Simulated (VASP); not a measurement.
A run of VASP 6.6.1 is set up as follows.

INCAR

```
  ALGO = Normal
  EDIFF = 1E-6
  ENCUT = 600
  GGA = PE
  GGA_COMPAT = False
  ISIF = 2
  ISMEAR = 0
  LASPH = True
  LCHARG = False
  LREAL = False
  LWAVE = False
  NBANDS = 11
  NELM = 120
  PREC = Accurate
  SIGMA = 0.01
```

File KPOINTS:

```
k-points
0
Gamma
  8 8 8
```

POSCAR

```
MgO
1.0
    0.0000000000      2.1272076416      2.1272076416
    2.1272076416      0.0000000000      2.1272076416
    2.1272076416      2.1272076416      0.0000000000
Mg O
1 1
Direct
    0.0000000000      0.0000000000      0.0000000000
    0.5000000000      0.5000000000      0.5000000000
```

Potentials or basis: VASP PAW PBE potentials, release 64 (Mg, O).

Command:

```sh
$ cat potpaw_PBE.64/Mg/POTCAR potpaw_PBE.64/O/POTCAR > POTCAR
$ mpirun -np 1 vasp_std > vasp.out
```

(1) Estimate the band gap on the k mesh.

(2) What does it give for the pressure?

Answers

(1) 4.44 eV, direct.

(2) -1.1 GPa.
